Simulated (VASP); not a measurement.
# Ba (Im-3m) in VASP: further runs

Runs on Ba. Level: PBEsol. Tasks: single point.

Everything below comes from runs of VASP 6.6.1. Logs are shortened: lines on timing, memory, paths and dates and some standing lists are left out, and cuts for length are marked.

## (1) The cell of the first run

The structure is cubic, space group Im-3m (No. 229). Conventional cell: a = 5.125 Å, b = 5.125 Å, c = 5.125 Å, α = 90.00°, β = 90.00°, γ = 90.00°. Ba (site symmetry m-3m) has 14 Ba at 4.44 to 5.12 Å within 5.8 Å.

## (2) Single point, PBEsol (strain +0.025 along x and y, +0.025 along z)

INCAR reads:

```
SYSTEM = Ba
ALGO = Fast
EDIFF = 1E-6
ENCUT = 520
GGA = PS
ISIF = 2
ISMEAR = 0
LASPH = .True.
LCHARG = .True.
LELF = .True.
LREAL = .False.
LVHAR = .True.
LWAVE = .False.
NBANDS = 11
NELM = 100
PREC = Accurate
SIGMA = 0.15
```

KPOINTS reads:

```
k-points
0
Gamma
  14 14 14
  0 0 0
```

POSCAR reads:

```
Ba
1.0
   -2.5625000000      2.5625000000      2.5625000000
    2.5625000000     -2.5625000000      2.5625000000
    2.5625000000      2.5625000000     -2.5625000000
Ba
1
Direct
    0.0000000000      0.0000000000      0.0000000000
```

Potentials or basis: VASP PAW PBE potentials, release 64 (Ba_sv).

The run is started by

```bash
cat potpaw_PBE.64/Ba_sv/POTCAR > POTCAR
mpirun -np 1 vasp_std > vasp.out
```

OUTCAR:

```text
SYSTEM = Ba
   EDIFF = 1E-6
   ENCUT = 520
   GGA = PS
   ISIF = 2
   ISMEAR = 0
   LASPH = .True.
   LREAL = .False.
   NELM = 100
   PREC = Accurate

 ion  position               nearest neighbor table
   1  0.000  0.000  0.000-

  LATTYP: Found a body centered cubic cell.
 ALAT       =     5.1250000000

  Lattice vectors:

 A1 = (  -2.5625000000,   2.5625000000,   2.5625000000)
 A2 = (   2.5625000000,  -2.5625000000,   2.5625000000)
 A3 = (   2.5625000000,   2.5625000000,  -2.5625000000)

Analysis of symmetry for initial positions (statically):
=====================================================================
 Subroutine PRICEL returns:
 Original cell was already a primitive cell.

 Routine SETGRP: Setting up the symmetry group for a
 body centered cubic supercell.

 Subroutine GETGRP returns: Found 48 space group operations
 (whereof 48 operations were pure point group operations)
 out of a pool of 48 trial point group operations.

The static configuration has the point symmetry O_h .

Analysis of symmetry for dynamics (positions and initial velocities):
=====================================================================
 Subroutine PRICEL returns:
 Original cell was already a primitive cell.

 Routine SETGRP: Setting up the symmetry group for a
 body centered cubic supercell.

 Subroutine GETGRP returns: Found 48 space group operations
 (whereof 48 operations were pure point group operations)
 out of a pool of 48 trial point group operations.

The dynamic configuration has the point symmetry O_h .

 Subroutine INISYM returns: Found 48 space group operations
 (whereof 48 operations are pure point group operations),
 and found     1 'primitive' translations

----------------------------------------------------------------------------------------

                                     Primitive cell

  volume of cell :      67.3057

  direct lattice vectors                    reciprocal lattice vectors
    -2.562500000  2.562500000  2.562500000     0.000000000  0.195121951  0.195121951
     2.562500000 -2.562500000  2.562500000     0.195121951  0.000000000  0.195121951
     2.562500000  2.562500000 -2.562500000     0.195121951  0.195121951  0.000000000

  length of vectors
     4.438380194  4.438380194  4.438380194     0.275944110  0.275944110  0.275944110

  position of ions in fractional coordinates (direct lattice)
     0.000000000  0.000000000  0.000000000

  ion indices of the primitive-cell ions
   primitive index   ion index
                 1           1

----------------------------------------------------------------------------------------

 KPOINTS: k-points

Automatic generation of k-mesh.
 Grid dimensions read from file:
 generate k-points for:   14   14   14

 Generating k-lattice:

  Cartesian coordinates                     Fractional coordinates (reciprocal lattice)
     0.000000000  0.013937282  0.013937282     0.071428571  0.000000000  0.000000000
     0.013937282  0.000000000  0.013937282     0.000000000  0.071428571  0.000000000
     0.013937282  0.013937282  0.000000000     0.000000000  0.000000000  0.071428571

  Length of vectors
     0.019710294  0.019710294  0.019710294

  Shift w.r.t. Gamma in fractional coordinates (k-lattice)
     0.000000000  0.000000000  0.000000000

 Subroutine IBZKPT returns following result:
 ===========================================

 Found    104 irreducible k-points:

 Following reciprocal coordinates:
            Coordinates               Weight
  0.000000  0.000000  0.000000      1.000000
  0.071429  0.000000  0.000000     12.000000
  0.142857  0.000000  0.000000     12.000000
  0.214286  0.000000  0.000000     12.000000
  0.285714  0.000000  0.000000     12.000000
  0.357143  0.000000  0.000000     12.000000
[... 16 lines left out ...]
  0.285714  0.285714  0.000000     24.000000
  0.357143  0.285714  0.000000     24.000000
 [... further k-points ...]
   k-points           NKPTS =    104   k-points in BZ     NKDIM =    104   number of bands    NBANDS=     11
   number of dos      NEDOS =    301   number of ions     NIONS =      1
   total plane-waves  NPLWV =  46656
   dimension x,y,z NGX =    36 NGY =   36 NGZ =   36
   dimension x,y,z NGXF=    72 NGYF=   72 NGZF=   72
   ions per type =               1
   NGX,Y,Z   is equivalent  to a cutoff of  13.48, 13.48, 13.48 a.u.
   NGXF,Y,Z  is equivalent  to a cutoff of  26.97, 26.97, 26.97 a.u.
 SYSTEM =  Ba
   PREC   = accura    normal or accurate (medium, high low for compatibility)
   ISTART =      0    job   : 0-new  1-cont  2-samecut
   ICHARG =      2    charge: 1-file 2-atom 10-const
   ISPIN  =      1    spin polarized calculation?
   LNONCOLLINEAR =      F non collinear calculations
   LSORBIT =      F    spin-orbit coupling
   LASPH  =      T    aspherical Exc in radial PAW
   ENCUT  =  520.0 eV  38.22 Ry    6.18 a.u.   8.25  8.25  8.25*2*pi/ulx,y,z
   NELM   =    100;   NELMIN=  2; NELMDL= -5     # of ELM steps
   EDIFF  = 0.1E-05   stopping-criterion for ELM
   LREAL  =      F    real-space projection
   EDIFFG = 0.1E-04   stopping-criterion for IOM
   NSW    =      0    number of steps for IOM
   IBRION =     -1    ionic relax: 0-MD 1-quasi-New 2-CG
   NFREE  =      0    steps in history (QN), initial steepest desc. (CG)
   ISIF   =      2    stress and relaxation
   ISYM   =      2    0-nonsym 1-usesym 2-fastsym
   POTIM  = 0.5000    time-step for ionic-motion
   TEBEG  =    0.0;   TEEND  =   0.0 temperature during run
   PSTRESS=    0.0 pullay stress
   NELECT =      10.0000    total number of electrons
   NUPDOWN=      -1.0000    fix difference up-down
   EMIN   =  10.00;   EMAX   =-10.00  energy-range for DOS
   EFERMI =   0.00;   METHOD = LEGACY
   ISMEAR =     0;   SIGMA  =   0.15  broadening in eV -4-tet -1-fermi 0-gaus
   EFERMI_NEDOS =   21; number of points for ismear=-14 and -15
   IALGO  =     68    algorithm
   IMIX   =      4    mixing-type and parameters
     AMIX     =   0.40;   BMIX     =  1.00
     AMIX_MAG =   1.60;   BMIX_MAG =  1.00
  volume/ion in A,a.u.               =      67.31       454.20
  Fermi-wavevector in a.u.,A,eV,Ry     =   0.867077  1.638538 10.229165  0.751822
  Thomas-Fermi vector in A             =   1.985559
   LORBIT       =      0    0 simple, 1 ext, 2 COOP (PROOUT), +10 PAW based schemes
   GGA     = PS    functional components
   LHFCALC =     F    Hartree Fock is set to
   AEXX    =    0.0000 exact exchange contribution
   IVDW    =     0    specifies the selected vdW correction
   LEPSILON=     F    determine dielectric tensor
   LRPA    =     F    only Hartree local field effects (RPA)
 non-spin polarized calculation
 RMM-DIIS sequential band-by-band and
 Gauss-broadening in eV      SIGMA  =   0.15
  energy-cutoff  :      520.00
  volume of cell :       67.31
 maximum number of plane-waves:      1865
 NGX is ok and might be reduce to    36
   NGX = 17   NGY = 17   NGZ = 17

 number of electron      10.0000000 magnetization

 number of electron       9.9999999 magnetization

 Free energy of the ion-electron system (eV)
  ---------------------------------------------------
  ext. energy  EPLUGINS =         0.00000000
  ---------------------------------------------------
  free energy    TOTEN  =        -2.12441624 eV

  energy without entropy =       -2.11057645  energy(sigma->0) =       -2.11749634

 E-fermi :   1.3286     XC(G=0):  -7.2946

 val. band max:        1.3214752204   @ k =   0.3571   0.2857   0.0000
 cond. band min:       1.3442747300   @ k =   0.5000   0.5000   0.2857
 fundamental gap:      0.0227995096
 Fermi energy:         1.3286152452

 k-point     1 :       0.0000    0.0000    0.0000
  band No.  band energies     occupation
      1     -27.6489      2.00000
      2     -12.6124      2.00000
      3     -12.6124      2.00000
      4     -12.6124      2.00000
      5      -1.4012      2.00000
      6       3.0654      0.00000
      7       3.0654      0.00000
      8       3.0654      0.00000
      9       4.4111      0.00000
     10       4.4111      0.00000
     11       8.0784      0.00000

 k-point     2 :       0.0714    0.0000    0.0000
  band No.  band energies     occupation
      1     -27.6473      2.00000
      2     -12.6322      2.00000
      3     -12.6186      2.00000
      4     -12.6125      2.00000
      5      -1.3120      2.00000
      6       2.9922      0.00000
      7       3.0289      0.00000
      8       3.1558      0.00000
      9       4.2879      0.00000
     10       4.4056      0.00000
     11       8.1819      0.00000

 k-point     3 :       0.1429    0.0000    0.0000
  band No.  band energies     occupation
      1     -27.6428      2.00000
      2     -12.6869      2.00000
      3     -12.6359      2.00000
      4     -12.6127      2.00000
      5      -1.0559      2.00000
      6       2.8051      0.00000
      7       2.8720      0.00000
      8       3.4238      0.00000
      9       4.1173      0.00000
     10       4.4031      0.00000
     11       8.4105      0.00000

 k-point     4 :       0.2143    0.0000    0.0000
  band No.  band energies     occupation
      1     -27.6363      2.00000
      2     -12.7640      2.00000
      3     -12.6606      2.00000
      4     -12.6131      2.00000
      5      -0.6690      2.00000
      6       2.5700      0.00000
      7       2.5860      0.00000
      8       3.8597      0.00000
      9       4.1159      0.00000
     10       4.4331      0.00000
     11       8.4649      0.00000

 k-point     5 :       0.2857    0.0000    0.0000
  band No.  band energies     occupation
      1     -27.6291      2.00000
      2     -12.8473      2.00000
      3     -12.6878      2.00000
      4     -12.6134      2.00000
      5      -0.2206      2.00000
      6       2.3167      0.00000
      7       2.3438      0.00000
      8       4.2365      0.00000
      9       4.4445      0.00000
     10       4.5186      0.00000
     11       8.0458      0.00000
[... 211 lines left out ...]
 k-point    21 :       0.2857    0.2143   -0.0000
  band No.  band energies     occupation
      1     -27.6164      2.00000
      2     -12.9241      2.00000
      3     -12.7672      2.00000
      4     -12.6502      2.00000
      5       0.8142      2.00000
      6       1.8264      0.00000
      7       2.1351      0.00000
      8       4.2275      0.00000
      9       4.7824      0.00000
     10       5.9896      0.00000
     11       6.9002      0.00000

 k-point    22 :       0.3571    0.2143    0.0000
  band No.  band energies     occupation
      1     -27.6140      2.00000
      2     -12.9343      2.00000
      3     -12.7918      2.00000
      4     -12.6523      2.00000
      5       0.9981      1.99817
      6       1.8883      0.00000
      7       2.0526      0.00000
      8       4.2713      0.00000
      9       4.8582      0.00000
     10       6.2025      0.00000
     11       6.6897      0.00000

 k-point    23 :       0.2857    0.2857    0.0000
  band No.  band energies     occupation
      1     -27.6136      2.00000
      2     -12.9138      2.00000
      3     -12.8139      2.00000
      4     -12.6571      2.00000
      5       1.1726      1.85866
      6       1.7416      0.00010
      7       2.0236      0.00000
      8       4.4057      0.00000
      9       4.7103      0.00000
     10       6.0521      0.00000
     11       6.7915      0.00000

 k-point    24 :       0.3571    0.2857    0.0000
  band No.  band energies     occupation
      1     -27.6126      2.00000
      2     -12.8993      2.00000
      3     -12.8419      2.00000
      4     -12.6591      2.00000
      5       1.3215      1.05367
      6       1.8083      0.00001
      7       1.8731      0.00000
      8       4.4906      0.00000
      9       4.7626      0.00000
     10       5.7151      0.00000
     11       7.1890      0.00000

 [... further k-points ...]

------------------------ aborting loop because EDIFF is reached ----------------------------------------

  FORCE on cell =-STRESS in cart. coord.  units (eV):
  Direction    XX          YY          ZZ          XY          YZ          ZX
  --------------------------------------------------------------------------------------
  -------------------------------------------------------------------------------------
  Total       -0.4424892     -0.4424892     -0.4424892     -0.0000000      0.0000000      0.0000000
  in kB      -10.5332316    -10.5332316    -10.5332316     -0.0000000      0.0000000      0.0000000
  external PRESSURE =     -10.5332316 kB  Pullay stress =       0.0000000 kB

 VOLUME and BASIS-vectors are now :
 -----------------------------------------------------------------------------
  energy-cutoff  :      520.00
  volume of cell :       67.31
      direct lattice vectors                 reciprocal lattice vectors
    -2.562500000  2.562500000  2.562500000     0.000000000  0.195121951  0.195121951
     2.562500000 -2.562500000  2.562500000     0.195121951  0.000000000  0.195121951
     2.562500000  2.562500000 -2.562500000     0.195121951  0.195121951  0.000000000

 POSITION                                       TOTAL-FORCE (eV/Angst)
 -----------------------------------------------------------------------------------
      0.00000      0.00000      0.00000        -0.000000      0.000000      0.000000
 -----------------------------------------------------------------------------------
    total drift:                               -0.000000      0.000000      0.000000

  FREE ENERGIE OF THE ION-ELECTRON SYSTEM (eV)
  ---------------------------------------------------
  free  energy   TOTEN  =        -2.1244162417 eV

  energy  without entropy=       -2.1105764453  energy(sigma->0) =       -2.11749634
```

Run time: 55 s. Hardware: 1 thread of Intel Xeon Platinum 8259CL at 2.50GHz (Skylake/Cascade Lake), shared host; peak memory 0.25 GiB.

Results:

```yaml
Free_energy: -2.1244 eV
Pressure: -1.1 GPa
Band_gap_on_the_k_mesh: zero (bands 5 and 6 overlap by 0.81 eV)
```

Caveat: the cell differs from its parent crystal (strain +0.025 along x and y, +0.025 along z); the PAW data sets were made with another functional, which shifts forces and pressure a little; spin-orbit coupling is left out, which moves the levels of the heavy elements.

## (3) Single point, PBEsol (strain +0.050 along x and y, +0.050 along z)

INCAR reads:

```
  PREC = Accurate
  ENCUT = 520
  EDIFF = 1E-6
  ISMEAR = 0
  SIGMA = 0.15
  LREAL = F
  LASPH = T
  NELM = 80
  ALGO = Normal
  ISIF = 2
  LWAVE = F
  LCHARG = T
  GGA = PS
  LELF = T
  LVHAR = T
  NBANDS = 11
```

KPOINTS reads:

```
regular mesh
0
Gamma
  14 14 14
```

POSCAR reads:

```
Ba
1.0
   -2.6250000000      2.6250000000      2.6250000000
    2.6250000000     -2.6250000000      2.6250000000
    2.6250000000      2.6250000000     -2.6250000000
Ba
1
Direct
    0.0000000000      0.0000000000      0.0000000000
```

Potentials or basis: VASP PAW PBE potentials, release 64 (Ba_sv).

The run is started by

```bash
cat potpaw_PBE.64/Ba_sv/POTCAR > POTCAR
mpirun -np 1 vasp_std > vasp.out
```

It took 46 s on 1 thread of Intel Xeon Platinum 8259CL at 2.50GHz (Skylake/Cascade Lake), shared host; peak memory 0.25 GiB.

Results (log left out):

```yaml
Free_energy: -2.0847 eV
Pressure: -1.4 GPa
Band_gap_on_the_k_mesh: zero (bands 5 and 6 overlap by 0.68 eV)
```

Levels at points of the mesh, in eV from the Fermi level:
```tsv
k point	band 3	band 4	band 5	band 6	band 7	band 8
(0.00, 0.00, 0.00)	-14.11	-14.11	-2.69	1.65	1.65	1.65
(0.50, 0.00, 0.00)	-14.21	-14.11	-0.83	0.67	0.89	2.80
(0.50, 0.50, 0.50)	-14.32	-14.32	-0.37	-0.37	3.70	3.70
```

Caveat: the cell differs from its parent crystal (strain +0.050 along x and y, +0.050 along z); the PAW data sets were made with another functional, which shifts forces and pressure a little; spin-orbit coupling is left out, which moves the levels of the heavy elements.

The gap in the log of VASP goes by the Fermi energy; the results here count the filled bands.